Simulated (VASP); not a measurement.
The system is TiO2.

```
Ti O
1.0
     2.70603   -2.70666    0.00000
     2.70603    2.70666    0.00000
    -2.63353    0.00000    4.79664
Ti O
2 4
Direct
  0.13411 0.86589 0.25000
  0.86589 0.13411 0.75000
  0.33122 0.08876 0.66715
  0.66878 0.91124 0.33285
  0.91124 0.66878 0.83285
  0.08876 0.33122 0.16715
```

Base run:

| Quantity | Value |
| --- | --- |
| Program | VASP 6.6.1 |
| Functional | LDA |
| Potentials or basis | VASP PAW LDA potentials, release 64 (Ti_sv, O) |
| Cutoff | 600 eV |
| k mesh | 6 × 6 × 4, shifted |
| Occupations | gaussian, width 0.02 eV |
| Spin | no spin polarisation |

Its results: band gap on the k mesh 2.23 eV (least direct gap 2.63 eV); pressure -12.2 GPa; largest force 0.314 eV/Å.

Problem. After a change of settings the same cell gave: band gap on the k mesh 1.94 eV (least direct gap 2.38 eV); pressure -12.1 GPa; largest force 0.309 eV/Å. Which change was it?
A. k mesh from 6 × 6 × 4, shifted to 6 × 6 × 6, shifted
B. k mesh from 6 × 6 × 4, shifted to 4 × 4 × 2, through Γ
C. k mesh from 6 × 6 × 4, shifted to 2 × 2 × 2, through Γ
D. k mesh from 6 × 6 × 4, shifted to 4 × 4 × 4, shifted

Solution. B.

Caveats: some runs use coarse meshes; the cell stands under tension (at least some runs); a shifted mesh leaves out Γ, where band edges can lie (at least some runs).
